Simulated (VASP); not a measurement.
The system is Sn.

```
Sn
1.0
    -1.93181    1.93181    1.93181
     1.93181   -1.93181    1.93181
     1.93181    1.93181   -1.93181
Sn
1
Direct
  0.00000 0.00000 0.00000
```

Base run:

- Program: VASP 6.6.1
- Functional: PBEsol
- Potentials or basis: VASP PAW PBE potentials, release 64 (Sn_d)
- Cutoff: 520 eV
- k mesh: 10 × 10 × 10
- Occupations: fermi-dirac, width 0.05 eV
- Spin: no spin polarisation

Its results: band gap on the k mesh zero (band 7 reaches 14.65 eV, above the bottom of band 8 at 5.13 eV); pressure -4.3 GPa.

The run is repeated on the same cell with these changes: functional from PBEsol to PBE. What comes out?

Band gap on the k mesh zero (band 7 reaches 14.83 eV, above the bottom of band 8 at 5.30 eV); pressure -1.8 GPa.

PBE binds less tightly than PBEsol, so the same cell stands under more pressure.

Caveats: spin-orbit coupling is left out, which moves the levels of the heavy elements; the PAW data sets were made with another functional, which shifts forces and pressure a little (some runs).
